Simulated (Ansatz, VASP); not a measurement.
BeTe2 in VASP and in Ansatz

Contents of INCAR:

```
SYSTEM = BeTe2
PREC = Accurate
ENCUT = 600
EDIFF = 1E-6
ISMEAR = 0
SIGMA = 0.1
LREAL = .FALSE.
LASPH = .TRUE.
NELM = 80
ALGO = Normal
ISIF = 3
LWAVE = .FALSE.
LCHARG = .FALSE.
GGA = PE
IBRION = 2
NSW = 100
EDIFFG = -0.01
```

Contents of KPOINTS:

```
Automatic mesh
0
G
  12 12 6
  0 0 0
```

POSCAR

```
BeTe2
1.0
    3.5320525520      0.0000000000      0.0000000000
   -1.7660262760      3.0588472375      0.0000000000
    0.0000000000      0.0000000000      7.9025472047
Be Te
1 2
Direct
    0.3333333333      0.6666666667      0.0056858860
    0.3333333333      0.6666666667      0.3075942101
    0.0000000000      0.0000000000      0.8422550539
```

Input for Ansatz:

```yaml
crystal:
  lattice:
    - [3.532052552, 0.0, 0.0]
    - [-1.766026276, 3.0588472375, 0.0]
    - [0.0, 0.0, 7.9025472047]
  atoms:
    - { symbol: Be, position: [0.3333333333, 0.6666666667, 0.005685886] }
    - { symbol: Te, position: [0.3333333333, 0.6666666667, 0.3075942101] }
    - { symbol: Te, position: [0.0, 0.0, 0.8422550539] }
basis:
  ecutwfc: 420
kpoints:
  mp_grid: { grid: [12, 12, 6] }
hamiltonian:
  xc: pbe
scf:
  occupations: { method: gaussian, width: 0.1 }
output:
  forces: true
  stress: true
  eigenvalues: true
relax:
  adjacent_minimum: "off"
  f_tol: 0.01
  max_steps: 80
  cell: { stress_tol: 0.05 }
```

Alike in both runs: task relaxation of cell and atoms; functional PBE; k mesh 12 × 12 × 6; occupations gaussian, width 0.1 eV; no spin polarisation.

|  | VASP | Ansatz |
| --- | --- | --- |
| version | VASP 6.6.1 | Ansatz 0.2.0 |
| potentials or method | VASP PAW PBE potentials, release 64 (Be, Te), cutoff 600 eV | scalar-relativistic, plane waves, PAW |
| valence electrons in the cell | 14 | 34 |

```csv
,VASP,Ansatz,Ansatz less VASP
"gap on the k mesh at the Fermi level, each at its own relaxed structure (eV)",none,none,-
relaxed volume (Å³/atom),29.35,29.42,+0.067
relaxed cell length with the largest relative difference (Å),8.133,8.152,+0.0195
```

A gap of «none» marks a metal or a gap that the smearing closes. VASP's potentials hold 14 valence electrons a cell and Ansatz's 34, so a difference there can come from the potentials and not from the codes.

Spin-orbit coupling is off throughout.
